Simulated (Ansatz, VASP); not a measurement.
**Two plane-wave programs on InP**

Contents of POSCAR:

```
InP
1.0
    0.0000000000      2.9537876370      2.9537876370
    2.9537876370      0.0000000000      2.9537876370
    2.9537876370      2.9537876370      0.0000000000
In P
1 1
Direct
    0.0000000000      0.0000000000      0.0000000000
    0.2500000000      0.2500000000      0.2500000000
```

Contents of INCAR.step1:

```
SYSTEM = InP
PREC = Accurate
ENCUT = 520
EDIFF = 1E-5
ISMEAR = 0
SIGMA = 0.01
LREAL = .FALSE.
LASPH = .TRUE.
NELM = 100
ALGO = Normal
ISIF = 2
LWAVE = .TRUE.
GGA = PE
NBANDS = 16
```

The input INCAR.step2:

```
SYSTEM = InP
PREC = Accurate
ENCUT = 520
EDIFF = 1E-7
ISMEAR = 0
SIGMA = 0.01
LREAL = .FALSE.
LASPH = .TRUE.
NELM = 100
ALGO = Normal
ISIF = 2
LWAVE = .FALSE.
LCHARG = .TRUE.
GGA = PE
LHFCALC = .TRUE.
AEXX = 0.2
HFSCREEN = 0.1
PRECFOCK = Normal
LELF = .TRUE.
LVHAR = .TRUE.
ISTART = 1
NBANDS = 16
```

File KPOINTS:

```
Automatic mesh
0
G
  4 4 4
  0 0 0
```

Input for Ansatz:

```yaml
crystal:
  lattice:
    - [0.0, 2.953787637, 2.953787637]
    - [2.953787637, 0.0, 2.953787637]
    - [2.953787637, 2.953787637, 0.0]
  atoms:
    - { symbol: In, position: [0.0, 0.0, 0.0] }
    - { symbol: P, position: [0.25, 0.25, 0.25] }
kpoints:
  mp_grid: { grid: [4, 4, 4] }
hamiltonian:
  xc: { exchange: pbe, correlation: pbe, exx: { coeff: 0.2, omega: 0.1 } }
scf:
  occupations: { method: fixed }
  n_extra_bands: 4
output:
  forces: true
  stress: true
  eigenvalues: true
```

Alike in both runs: task single point; functional PBE-based screened hybrid; k mesh 4 × 4 × 4; no spin polarisation.

|  | VASP | Ansatz |
| --- | --- | --- |
| version | VASP 6.6.1 | Ansatz 0.2.0 |
| potentials or method | VASP PAW PBE potentials, release 64 (In_d, P) | plane waves |
| plane-wave cutoff (eV) | 520 | 420 |
| occupations | gaussian, width 0.01 eV | fixed |
| valence electrons in the cell | 18 | 18 |

```tsv
	VASP	Ansatz	Ansatz less VASP
gap on the k mesh at the Fermi level (eV)	1.47	1.45	-0.019
pressure (GPa)	0.0	0.2	+0.18
```

VASP's potentials were made for PBE, not for PBE-based screened hybrid. Ansatz's warnings: stress exchange threshold loose, stress scf threshold loose.

The k mesh is coarse, so the values compare programs but aren't converged.
